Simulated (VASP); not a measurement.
Runs of VASP 6.6.1 on GaAs. The structure is that of space group F-43m (No. 216), or close to it. The cells are those of the table. 

| task | cell | k mesh | smearing | gap on the mesh (eV) | pressure (GPa) |
| --- | --- | --- | --- | --- | --- |
| single point | a = 3.997 Å, angles 60.0°, 2 atoms | 6 × 6 × 6 | gaussian 0.1 eV | (a) | 3.5 |
| relaxation of cell and atoms | relaxed from a = 3.997 Å, angles 60.0°, 2 atoms | 10 × 10 × 10 | gaussian 0.02 eV | 0.15 | 0.0 |
| single point | a = 4.062 Å, angles 60.0°, 2 atoms | 10 × 10 × 10 | gaussian 0.02 eV | 0.16 | 0.1 |
| single point | a = 4.062 Å, angles 60.0°, 2 atoms | 10 × 10 × 10 | gaussian 0.01 eV | 0.16 | 0.1 |

Alike in all rows: level PBE; potentials or basis VASP PAW PBE potentials, release 64 (Ga_d, As); no spin polarisation; cutoff (eV) 500.

**Question.** Fill in the values left out.

**Answer.** (a) 0.52.

Caveats: the cell stands under pressure (at least some runs).

A k mesh can miss the band edges, and the runs leave out spin-orbit coupling on As, Ga.
